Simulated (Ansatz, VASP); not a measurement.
# Rb3Fe: VASP beside Ansatz

```
Rb Fe
1.0
     5.07841    0.00000    0.00000
     0.00000    5.07841    0.00000
     0.00000    0.00000    5.07841
Rb Fe
3 1
Cartesian
  0.0000 2.5392 2.5392
  2.5392 0.0000 2.5392
  2.5392 2.5392 0.0000
  0.0000 0.0000 0.0000
```

Alike in both runs: task single point; functional r2SCAN; k mesh 4 × 4 × 4; occupations gaussian, width 0.1 eV; collinear spin.

|  | VASP | Ansatz |
| --- | --- | --- |
| version | VASP 6.6.1 | Ansatz 0.2.0 |
| potentials or method | VASP PAW PBE potentials, release 64 (Rb_sv, Fe), cutoff 520 eV | scalar-relativistic, plane waves, PAW |
| valence electrons in the cell | 35 | 43 |

```csv
,VASP,Ansatz,Ansatz less VASP
gap on the k mesh at the Fermi level (eV),none,none,-
pressure (GPa),7.4,7.4,-0.06
net moment per atom (μB),0.74,0.74,+0.003
size of the moment on the site where the two differ most (μB),3.04,3.19,+0.154
```

VASP's potentials were made for PBE, not for r2SCAN. Site moments also hang on the region over which each program counts them. A gap of «none» marks a metal or a gap that the smearing closes. VASP's potentials hold 35 valence electrons a cell and Ansatz's 43, so a difference there can come from the potentials and not from the codes. Ansatz's warnings: stability check not made.
